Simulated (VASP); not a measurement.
# CaO (Fm-3m) in VASP: a series of runs, part 2 of 2

VASP 6.6.1.

## (6) Single point, PBE

INCAR

```
PREC     = Accurate       # precision mode
ENCUT    = 520            # plane-wave cutoff, eV
EDIFF    = 1E-6           # SCF threshold, eV
ISMEAR   = -1             # smearing method
SIGMA    = 0.05           # smearing width, eV
LREAL    = F              # projectors in reciprocal space
LASPH    = T              # aspherical terms in the spheres
NELM     = 60             # most SCF steps
ALGO     = Normal         # electronic algorithm
ISIF     = 2              # what is computed and relaxed
LWAVE    = F              # write WAVECAR
LCHARG   = F              # write CHGCAR
GGA      = PE             # functional
NBANDS   = 15             # bands
```

KPOINTS

```
regular mesh
0
Gamma
  10 10 10
```

POSCAR

```
CaO
1.0
    0.0000000000      2.4035556960      2.4035556960
    2.4035556960      0.0000000000      2.4035556960
    2.4035556960      2.4035556960      0.0000000000
Ca O
1 1
Direct
    0.0000000000      0.0000000000      0.0000000000
    0.5000000000      0.5000000000      0.5000000000
```

Potentials or basis: VASP PAW PBE potentials, release 64 (Ca_sv, O).

Started as:

```console
$ cat potpaw_PBE.64/Ca_sv/POTCAR potpaw_PBE.64/O/POTCAR > POTCAR
$ mpirun -np 1 vasp_std > vasp.out
```

OUTCAR:

```text
PREC = Accurate
   ENCUT = 520
   EDIFF = 1E-6
   ISMEAR = -1
   LREAL = F
   LASPH = T
   NELM = 60
   ISIF = 2
   GGA = PE

 ion  position               nearest neighbor table
   1  0.000  0.000  0.000-   2 2.40   2 2.40   2 2.40   2 2.40   2 2.40   2 2.40
   2  0.500  0.500  0.500-   1 2.40   1 2.40   1 2.40   1 2.40   1 2.40   1 2.40

  LATTYP: Found a face centered cubic cell.
 ALAT       =     4.8071113920

  Lattice vectors:

 A1 = (   0.0000000000,   2.4035556960,   2.4035556960)
 A2 = (   2.4035556960,   0.0000000000,   2.4035556960)
 A3 = (   2.4035556960,   2.4035556960,   0.0000000000)

Analysis of symmetry for initial positions (statically):
=====================================================================
 Subroutine PRICEL returns:
 Original cell was already a primitive cell.

 Routine SETGRP: Setting up the symmetry group for a
 face centered cubic supercell.

 Subroutine GETGRP returns: Found 48 space group operations
 (whereof 48 operations were pure point group operations)
 out of a pool of 48 trial point group operations.

The static configuration has the point symmetry O_h .

Analysis of symmetry for dynamics (positions and initial velocities):
=====================================================================
 Subroutine PRICEL returns:
 Original cell was already a primitive cell.

 Routine SETGRP: Setting up the symmetry group for a
 face centered cubic supercell.

 Subroutine GETGRP returns: Found 48 space group operations
 (whereof 48 operations were pure point group operations)
 out of a pool of 48 trial point group operations.

The dynamic configuration has the point symmetry O_h .

 Subroutine INISYM returns: Found 48 space group operations
 (whereof 48 operations are pure point group operations),
 and found     1 'primitive' translations

----------------------------------------------------------------------------------------

                                     Primitive cell

[... 114 lines left out ...]
   LORBIT       =      0    0 simple, 1 ext, 2 COOP (PROOUT), +10 PAW based schemes
   GGA     = PE    functional components
   LHFCALC =     F    Hartree Fock is set to
   AEXX    =    0.0000 exact exchange contribution
   IVDW    =     0    specifies the selected vdW correction
   LEPSILON=     F    determine dielectric tensor
   LRPA    =     F    only Hartree local field effects (RPA)
 non-spin polarized calculation
  energy-cutoff  :      520.00
  volume of cell :       27.77
 maximum number of plane-waves:       763
 NGX is ok and might be reduce to    28
   NGX = 13   NGY = 13   NGZ = 13

 number of electron      15.9999997 magnetization

 Free energy of the ion-electron system (eV)
  ---------------------------------------------------
  ext. energy  EPLUGINS =         0.00000000
  ---------------------------------------------------
  free energy    TOTEN  =       -12.80137705 eV

  energy without entropy =      -12.80137705  energy(sigma->0) =      -12.80137705

 E-fermi :   3.3972     XC(G=0): -10.4732

 val. band max:        2.3477006556   @ k =   0.0000   0.0000   0.0000
 cond. band min:       5.9830926036   @ k =   0.5000   0.5000   0.0000
 fundamental gap:      3.6353919481
 Fermi energy:         3.3971891137

 k-point     1 :       0.0000    0.0000    0.0000
  band No.  band energies     occupation
      1     -35.2914      2.00000
      2     -16.0556      2.00000
      3     -16.0556      2.00000
      4     -16.0556      2.00000
      5     -13.1836      2.00000
      6       2.3477      2.00000
      7       2.3477      2.00000
      8       2.3477      2.00000
      9       7.0571      0.00000
     10       8.5718      0.00000
     11       8.5718      0.00000
     12       8.5718      0.00000
     13      10.0746      0.00000
     14      10.0746      0.00000
[... 401 lines left out ...]
      2     -16.6989      2.00000
      3     -16.2545      2.00000
      4     -16.2275      2.00000
      5     -12.6649      2.00000
      6       0.6713      2.00000
      7       1.7941      2.00000
      8       1.8942      2.00000
      9       6.6524      0.00000
     10       9.9896      0.00000
     11      11.1211      0.00000
     12      11.2060      0.00000
     13      11.3435      0.00000
     14      13.1499      0.00000
     15      17.9188      0.00000

 [... further k-points ...]
[... 5 lines left out ...]
  --------------------------------------------------------------------------------------
  -------------------------------------------------------------------------------------
  Total        0.3769269      0.3769269      0.3769269      0.0000000      0.0000000      0.0000000
  in kB       21.7457870     21.7457870     21.7457870      0.0000000      0.0000000      0.0000000
  external PRESSURE =      21.7457870 kB  Pullay stress =       0.0000000 kB

 VOLUME and BASIS-vectors are now :
 -----------------------------------------------------------------------------
  energy-cutoff  :      520.00
  volume of cell :       27.77
      direct lattice vectors                 reciprocal lattice vectors
     0.000000000  2.403555696  2.403555696    -0.208025136  0.208025136  0.208025136
     2.403555696  0.000000000  2.403555696     0.208025136 -0.208025136  0.208025136
     2.403555696  2.403555696  0.000000000     0.208025136  0.208025136 -0.208025136

 POSITION                                       TOTAL-FORCE (eV/Angst)
 -----------------------------------------------------------------------------------
      0.00000      0.00000      0.00000        -0.000000      0.000000      0.000000
      2.40356      2.40356      2.40356         0.000000     -0.000000     -0.000000
 -----------------------------------------------------------------------------------
    total drift:                                0.000000      0.000000      0.000000

  FREE ENERGIE OF THE ION-ELECTRON SYSTEM (eV)
  ---------------------------------------------------
  free  energy   TOTEN  =       -12.8013770495 eV

  energy  without entropy=      -12.8013770495  energy(sigma->0) =      -12.80137705
```

OSZICAR:

```text
N       E                     dE             d eps       ncg     rms          rms(c)
DAV:   1     0.123277754692E+03    0.12328E+03   -0.82952E+03  1410   0.109E+03
DAV:   2    -0.928499651656E+01   -0.13256E+03   -0.12317E+03  1767   0.289E+02
DAV:   3    -0.143718596471E+02   -0.50869E+01   -0.50497E+01  1712   0.589E+01
DAV:   4    -0.145119641808E+02   -0.14010E+00   -0.14002E+00  1978   0.857E+00
DAV:   5    -0.145131264226E+02   -0.11622E-02   -0.11622E-02  1699   0.764E-01    0.856E+00
DAV:   6    -0.128782666316E+02    0.16349E+01   -0.51011E+00  1600   0.220E+01    0.359E+00
DAV:   7    -0.128047441571E+02    0.73522E-01   -0.40716E-01  1585   0.660E+00    0.180E+00
DAV:   8    -0.128022370886E+02    0.25071E-02   -0.75381E-02  1823   0.296E+00    0.419E-01
DAV:   9    -0.128007438825E+02    0.14932E-02   -0.45518E-03  1452   0.564E-01    0.109E-01
DAV:  10    -0.128014008525E+02   -0.65697E-03   -0.72411E-04  1746   0.242E-01    0.424E-02
DAV:  11    -0.128013772523E+02    0.23600E-04   -0.48434E-05  1688   0.826E-02    0.678E-03
DAV:  12    -0.128013770495E+02    0.20280E-06   -0.71953E-06  1676   0.237E-02
   1 F= -.12801377E+02 E0= -.12801377E+02  d E =-.125138E-10
```

Run time: 47 s. Hardware: 1 thread of Intel Xeon 8259CL, shared host; peak memory 0.16 GiB.

Results:

- Free energy: -12.8014 eV
- Pressure: 2.2 GPa
- Band gap on the k mesh: 3.64 eV (least direct gap 4.01 eV)

Levels at points of the mesh, in eV from the valence-band top:
```csv
k point,band 6,band 7,band 8,band 9,band 10,band 11
"(0.00, 0.00, 0.00)",0.00,0.00,0.00,4.71,6.22,6.22
"(0.50, 0.00, 0.00)",-2.64,-1.20,-1.20,7.05,8.35,8.35
"(0.50, 0.50, 0.00)",-1.30,-0.37,-0.37,3.64,8.04,8.89
```

## (7) The runs side by side

```tsv
task	level	cell	cutoff (eV)	gap on the mesh (eV)	pressure (GPa)	relaxed volume (Å³/atom)
relaxation of cell and atoms	RPBE	relaxed from a = 3.399 Å, angles 60.0°, 2 atoms	600	3.75	0.0	14.67
relaxation of cell and atoms	PBEsol+D3(BJ)	relaxed from a = 3.399 Å, angles 60.0°, 2 atoms	600	3.51	0.0	13.23
single point	BLYP	a = 3.330 Å, angles 60.0°, 2 atoms	520	3.71	13.6	-
single point	BLYP	a = 3.353 Å, angles 60.0°, 2 atoms	520	3.72	10.4	-
single point	PBE	a = 3.399 Å, angles 60.0°, 2 atoms	520	3.64	2.2	-
```

Alike in all rows: potentials or basis VASP PAW PBE potentials, release 64 (Ca_sv, O); no spin polarisation; k mesh 10 × 10 × 10; smearing fermi-dirac 0.05 eV.

Caveats: the PAW data sets were made with another functional, which shifts forces and pressure a little (at least some runs); the cell stands under pressure (at least some runs).

Total energies depend on the potentials used, so only differences within one code and one set of settings carry meaning.
